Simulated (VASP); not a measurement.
Input of a VASP 6.6.1 run:

The input INCAR:

```
SYSTEM = LuH2Cl3O
PREC = Accurate
ENCUT = 520
EDIFF = 1E-7
ISMEAR = 0
SIGMA = 0.01
LREAL = .False.
LASPH = .True.
NELM = 150
ALGO = Normal
ISIF = 2
LWAVE = .False.
LCHARG = .True.
MAGMOM = 0 0 0 0 0 0 0 0 0 0 0 0 0 0 0 0 0 0 0 0 0
LORBIT = 11
LSORBIT = .True.
GGA_COMPAT = .False.
LORBMOM = .True.
GGA = PE
LVHAR = .True.
NBANDS = 71
```

KPOINTS

```
regular mesh
0
Gamma
  1 1 1
  0 0 0
```

POSCAR

```
LuH2Cl3O
1.0
   11.8700000000      0.0000000000      0.0000000000
    0.0000000000     12.4300000000      0.0000000000
    0.0000000000      0.0000000000     12.4300000000
Lu Cl O H
1 3 1 2
Direct
    0.5254591400      0.4594634000      0.5402614600
    0.6211406900      0.6037562300      0.6374513300
    0.3791069900      0.3620273500      0.6376975100
    0.6211406900      0.3622735300      0.3959686200
    0.4176647000      0.5683145600      0.4314103000
    0.3852780100      0.6376975100      0.4517900200
    0.3852780100      0.5479348400      0.3620273500
```

Potentials or basis: VASP PAW PBE potentials, release 64 (Lu, Cl, O, H).

Run with:

```bash
$ cat potpaw_PBE.64/Lu/POTCAR potpaw_PBE.64/Cl/POTCAR potpaw_PBE.64/O/POTCAR potpaw_PBE.64/H/POTCAR > POTCAR
$ mpirun -np 1 vasp_ncl > vasp.out
```

Question: Estimate the largest force.

Answer: 0.286 eV/Å.

Question: Estimate the net moment.

Answer: 0.00 μB per cell.

Forces on the atoms (eV/Å):
```
Lu  -0.067  0.021 -0.021
Cl  -0.119 -0.214 -0.126
Cl   0.231  0.120 -0.120
Cl  -0.119  0.126  0.214
O   -0.181  0.128 -0.128
H    0.127 -0.191 -0.011
H    0.127  0.011  0.191
```
